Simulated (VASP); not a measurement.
# K7Br8 (a cell with a defect) in VASP: further runs, part 2 of 2

VASP 6.6.1. Earlier steps stand in the parts before.

**3. Single point, LDA**

Input file INCAR:

```
SYSTEM = K7Br8
PREC     = Accurate       ! precision mode
ENCUT    = 520            ! plane-wave cutoff, eV
EDIFF    = 1E-6           ! SCF threshold, eV
ISMEAR   = 0              ! smearing method
SIGMA    = 0.02           ! smearing width, eV
LREAL    = Auto         
LASPH    = .TRUE.         ! aspherical terms in the spheres
NELM     = 60             ! most SCF steps
ALGO     = Normal         ! electronic algorithm
ISIF     = 2              ! what is computed and relaxed
LWAVE    = .FALSE.        ! write WAVECAR
LCHARG   = .TRUE.         ! write CHGCAR
LELF     = .TRUE.         ! ELF
LVHAR    = .TRUE.       
NELECT   = 120.0        
NBANDS   = 72             ! bands
```

Input file KPOINTS:

```
regular mesh
0
G
  2 2 2
  0 0 0
```

Input file POSCAR:

```
K7Br8
1.0
    0.0000000000      6.3712539702     -6.3712539702
    6.3712539702      6.3712539702      0.0000000000
    6.3712539702      0.0000000000     -6.3712539702
K Br
7 8
Direct
    0.5000000023     -0.3908079966      0.5000000023
   -0.0270781075      0.0013530304      0.5163036218
    0.0270781075      0.4905785446      0.4836963829
    0.5163036218      0.0013530304     -0.0270781075
    0.4836963829      0.4905785446      0.0270781075
    0.0000000000      0.0316436923      0.0000000000
    0.0000000000      0.4798727243      0.0000000000
    0.2556355480      0.7616378224      0.2556353910
    0.2499095166      0.2247155751      0.2499095166
    0.7945927950      0.7570621926      0.2054072097
    0.7352206523      0.2612536728      0.2647793524
    0.2054072097      0.7570621926      0.7945927950
    0.2647792739      0.2612535943      0.7352207308
    0.7500904881      0.7245346084      0.7500904881
    0.7443646137      0.2729087568      0.7443644567
```

Potentials or basis: VASP PAW LDA potentials, release 64 (K_sv, Br).

Started as:

```console
cat potpaw_LDA.64/K_sv/POTCAR potpaw_LDA.64/Br/POTCAR > POTCAR
mpirun -np 1 vasp_std > vasp.out
```

OUTCAR:

```text
SYSTEM = K7Br8
   PREC = Accurate
   ENCUT = 520
   EDIFF = 1E-6
   ISMEAR = 0
   LREAL = Auto
   LASPH = .TRUE.
   NELM = 60
   ISIF = 2
   NELECT = 120.0

 ion  position               nearest neighbor table
   1  0.500  0.609  0.500-  10 2.97  12 2.97   8 3.22  15 3.22
   2  0.973  0.001  0.516-  11 3.12  15 3.19  14 3.20   9 3.20   8 3.20  12 3.26
   3  0.027  0.491  0.484-  13 3.12   8 3.19   9 3.20  14 3.20  15 3.20  10 3.26
   4  0.516  0.001  0.973-  13 3.12  15 3.19  14 3.20   9 3.20   8 3.20  10 3.26
   5  0.484  0.491  0.027-  11 3.12   8 3.19   9 3.20  14 3.20  15 3.20  12 3.26
   6  0.000  0.032  0.000-  10 3.09  12 3.09  13 3.16  11 3.16  15 3.26   8 3.26
   7  0.000  0.480  0.000-  13 3.09  11 3.09  12 3.11  10 3.11  14 3.18   9 3.18
   8  0.256  0.762  0.256-   5 3.19   3 3.19   4 3.20   2 3.20   1 3.22   6 3.26
   9  0.250  0.225  0.250-   7 3.18   5 3.20   3 3.20   2 3.20   4 3.20
  10  0.795  0.757  0.205-   1 2.97   6 3.09   7 3.11   3 3.26   4 3.26
  11  0.735  0.261  0.265-   7 3.09   2 3.12   5 3.12   6 3.16
  12  0.205  0.757  0.795-   1 2.97   6 3.09   7 3.11   5 3.26   2 3.26
[... 579 lines left out ...]
  Direction    XX          YY          ZZ          XY          YZ          ZX
  --------------------------------------------------------------------------------------
  -------------------------------------------------------------------------------------
  Total        5.4174385      5.4174385      3.1457463     -1.0386794      0.0000000     -0.0000000
  in kB       16.7803039     16.7803039      9.7438263     -3.2172687      0.0000000     -0.0000000
  external PRESSURE =      14.4348114 kB  Pullay stress =       0.0000000 kB

 VOLUME and BASIS-vectors are now :
 -----------------------------------------------------------------------------
  energy-cutoff  :      520.00
  volume of cell :      517.26
      direct lattice vectors                 reciprocal lattice vectors
     0.000000000  6.371253970 -6.371253970    -0.078477487  0.078477487 -0.078477487
     6.371253970  6.371253970  0.000000000     0.078477487  0.078477487  0.078477487
     6.371253970  0.000000000 -6.371253970     0.078477487 -0.078477487 -0.078477487

 POSITION                                       TOTAL-FORCE (eV/Angst)
 -----------------------------------------------------------------------------------
      7.06694      7.06694     -6.37125        -0.345981     -0.345981      0.000000
      3.29812      6.20735     -9.48823        -0.004193      0.023156     -0.038644
      6.20735      3.29812     -3.25427         0.023156     -0.004193      0.038644
      6.20735      3.29812     -9.48823         0.023156     -0.004193     -0.038644
      3.29812      6.20735     -3.25427        -0.004193      0.023156      0.038644
      0.20161      0.20161      0.00000         0.009886      0.009886      0.000000
      3.05739      3.05739      0.00000         0.061813      0.061813      0.000000
      6.48131      6.48131     -3.25744        -0.007090     -0.007090      0.015502
      3.02396      3.02396     -3.18447         0.030350      0.030350      0.031843
      6.13214      9.88599     -6.37125         0.088366      0.007541      0.000000
      3.35149      6.34879     -6.37125         0.064636      0.029293      0.000000
      9.88599      6.13214     -6.37125         0.007541      0.088366      0.000000
      6.34879      3.35149     -6.37125         0.029293      0.064636      0.000000
      9.39521      9.39521     -9.55803         0.030350      0.030350     -0.031843
      6.48131      6.48131     -9.48507        -0.007090     -0.007090     -0.015502
 -----------------------------------------------------------------------------------
    total drift:                               -0.003478     -0.004161      0.000225

  FREE ENERGIE OF THE ION-ELECTRON SYSTEM (eV)
  ---------------------------------------------------
  free  energy   TOTEN  =       -49.7858952661 eV

  energy  without entropy=      -49.7858952661  energy(sigma->0) =      -49.78589527
```

Run time: 5.1 min. Hardware: 1 thread of Intel Xeon Platinum 8488C (Sapphire Rapids), shared host; peak memory 0.56 GiB.

Results:

- Free energy: -49.7859 eV
- Largest force: 0.489 eV/Å

Forces on the atoms (eV/Å):
```
K   -0.346 -0.346  0.000
K   -0.004  0.023 -0.039
K    0.023 -0.004  0.039
K    0.023 -0.004 -0.039
K   -0.004  0.023  0.039
K    0.010  0.010  0.000
K    0.062  0.062  0.000
Br  -0.007 -0.007  0.016
Br   0.030  0.030  0.032
Br   0.088  0.008  0.000
Br   0.065  0.029  0.000
Br   0.008  0.088  0.000
Br   0.029  0.065  0.000
Br   0.030  0.030 -0.032
Br  -0.007 -0.007 -0.016
```

Levels at points of the mesh, in eV from the Fermi level:
| k point | band 58 | band 59 | band 60 | band 61 | band 62 | band 63 |
| --- | --- | --- | --- | --- | --- | --- |
| (0.00, 0.00, 0.00) | -0.33 | -0.30 | -0.20 | 3.88 | 5.19 | 5.20 |
| (0.50, 0.00, 0.00) | -0.46 | -0.33 | -0.29 | 5.21 | 5.22 | 5.81 |
| (0.00, 0.50, 0.00) | -0.39 | -0.36 | -0.26 | 5.19 | 5.25 | 5.89 |
| (0.50, 0.50, 0.00) | -0.44 | -0.36 | -0.32 | 5.37 | 5.56 | 5.64 |
| (0.50, 0.00, 0.50) | -0.45 | -0.37 | -0.29 | 5.35 | 5.62 | 5.63 |

Caveat: the k points lie up to 0.43 Å⁻¹ apart; the cell carries a net charge on a neutralising background, which shifts energy and pressure; the cell is charged against a uniform background, so pressure and absolute levels hang on convention.
